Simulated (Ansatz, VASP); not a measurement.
**SnSe5 in VASP and in Ansatz**

INCAR

```
  PREC = Accurate
  ENCUT = 600
  EDIFF = 1E-6
  ISMEAR = 0
  SIGMA = 0.1
  LREAL = False
  LASPH = True
  NELM = 80
  ALGO = Normal
  ISIF = 3
  LWAVE = False
  LCHARG = False
  GGA = PE
  IBRION = 2
  NSW = 100
  EDIFFG = -0.01
```

Contents of KPOINTS:

```
regular mesh
0
Gamma
  6 6 8
```

POSCAR

```
SnSe5
1.0
    6.1755257864      0.0000000000      0.0000000000
   -3.0877628932      5.3481622127      0.0000000000
    0.0000000000      0.0000000000      4.3915936608
Sn Se
1 5
Direct
    0.0000000000      0.0000000000      0.0000000000
    0.3333333333      0.6666666667      0.0000000000
    0.6666666667      0.3333333333      0.0000000000
    0.5000000000      0.0000000000      0.5000000000
    0.5000000000      0.5000000000      0.5000000000
    0.0000000000      0.5000000000      0.5000000000
```

Input for Ansatz:

```yaml
crystal:
  lattice:
    - [6.175525804, 0.0, 0.0]
    - [-3.087762902, 5.348162228, 0.0]
    - [0.0, 0.0, 4.3915936567]
  atoms:
    - { symbol: Sn, position: [0.0, 0.0, 0.0] }
    - { symbol: Se, position: [0.3333333333, 0.6666666667, 0.0] }
    - { symbol: Se, position: [0.6666666667, 0.3333333333, 0.0] }
    - { symbol: Se, position: [0.5, 0.0, 0.5] }
    - { symbol: Se, position: [0.5, 0.5, 0.5] }
    - { symbol: Se, position: [0.0, 0.5, 0.5] }
basis:
  ecutwfc: 420
kpoints:
  mp_grid: { grid: [6, 6, 8] }
hamiltonian:
  xc: pbe
scf:
  occupations: { method: gaussian, width: 0.1 }
output:
  forces: true
  stress: true
  eigenvalues: true
  write_density: true
  write_potential: true
  elf: true
  volumetric_format: npy
relax:
  adjacent_minimum: "off"
  f_tol: 0.01
  max_steps: 80
  cell: { stress_tol: 0.05 }
```

Change from the starting cell: species swapped into the LaCo5 type (P6/mmm, No. 191).

Alike in both runs: task relaxation of cell and atoms; functional PBE; k mesh 6 × 6 × 8; occupations gaussian, width 0.1 eV; no spin polarisation.

```csv
,VASP,Ansatz
version,VASP 6.6.1,Ansatz 0.2.0
potentials or method,"VASP PAW PBE potentials, release 64 (Sn_d, Se), cutoff 600 eV","scalar-relativistic, plane waves, PAW"
valence electrons in the cell,44,94
```

VASP gave:

| Quantity | Value |
| --- | --- |
| gap on the k mesh at the Fermi level, each at its own relaxed structure (eV) | none |
| relaxed volume (Å³/atom) | 26.72 |
| relaxed length of the cell vector where the two differ most in proportion (Å) | 3.534 |

**Question.** Which values does Ansatz return?

**Answer.** gap on the k mesh at the Fermi level, each at its own relaxed structure (eV): none; relaxed volume (Å³/atom): 26.72; relaxed length of the cell vector where the two differ most in proportion (Å): 3.527.

A gap of «none» marks a metal or a gap that the smearing closes. VASP's potentials hold 44 valence electrons a cell and Ansatz's 94, so a difference there can come from the potentials and not from the codes.
